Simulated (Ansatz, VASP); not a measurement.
H in VASP and in Ansatz

INCAR

```
SYSTEM = H
PREC = Accurate
ENCUT = 520
EDIFF = 1E-7
ISMEAR = 0
SIGMA = 0.1
LREAL = .False.
LASPH = .True.
NELM = 100
ALGO = Normal
ISIF = 2
LWAVE = .False.
LCHARG = .False.
LDIPOL = .True.
IDIPOL = 3
DIPOL = 0.5 0.5 0.654
GGA = PE
IVDW = 12
NBANDS = 8
```

Contents of KPOINTS:

```
regular mesh
0
Gamma
  3 2 1
  0 0 0
```

The input POSCAR:

```
H
1.0
    5.7729299510      0.0000000000      0.0000000000
    0.0000000000      9.1481646307      0.0000000000
    0.0000000000      0.0000000000     23.8327546571
H
2
Direct
    0.3197364242      0.1240546582      0.6543748864
    0.1731478589      0.1241818301      0.6540338320
```

Input for Ansatz:

```yaml
crystal:
  lattice:
    - [5.772929951, 0.0, 0.0]
    - [0.0, 9.1481646307, 0.0]
    - [0.0, 0.0, 23.8327546571]
  atoms:
    - { symbol: H, position: [0.3197364242, 0.1240546582, 0.6543748864] }
    - { symbol: H, position: [0.1731478589, 0.1241818301, 0.654033832] }
basis:
  ecutwfc: 420
kpoints:
  mp_grid: { grid: [3, 2, 1] }
hamiltonian:
  xc: pbe
  dispersion: d3bj
scf:
  occupations: { method: gaussian, width: 0.1 }
output:
  forces: true
  eigenvalues: true
  write_density: true
  volumetric_format: npy
efield:
  axis: 3
  dipole_correction: true
  ramp_width: 0.04
```

Alike in both runs: task single point; functional PBE; dispersion D3(BJ); k mesh 3 × 2 × 1; occupations gaussian, width 0.1 eV; no spin polarisation.

|  | VASP | Ansatz |
| --- | --- | --- |
| version | VASP 6.6.1 | Ansatz 0.2.0 |
| potentials or method | VASP PAW PBE potentials, release 64 (H), cutoff 520 eV | scalar-relativistic, plane waves, PAW |
| valence electrons in the cell | 2 | 2 |

VASP gave:

| Quantity | Value |
| --- | --- |
| gap on the k mesh at the Fermi level (eV) | 9.50 |
| rms of the force components (eV/Å) | 1.410 |

Problem. Which values does Ansatz return?

Solution. gap on the k mesh at the Fermi level (eV): 9.50; rms of the force components (eV/Å): 1.412.

Atom by atom the forces differ by 0.002 eV/Å (rms over components).
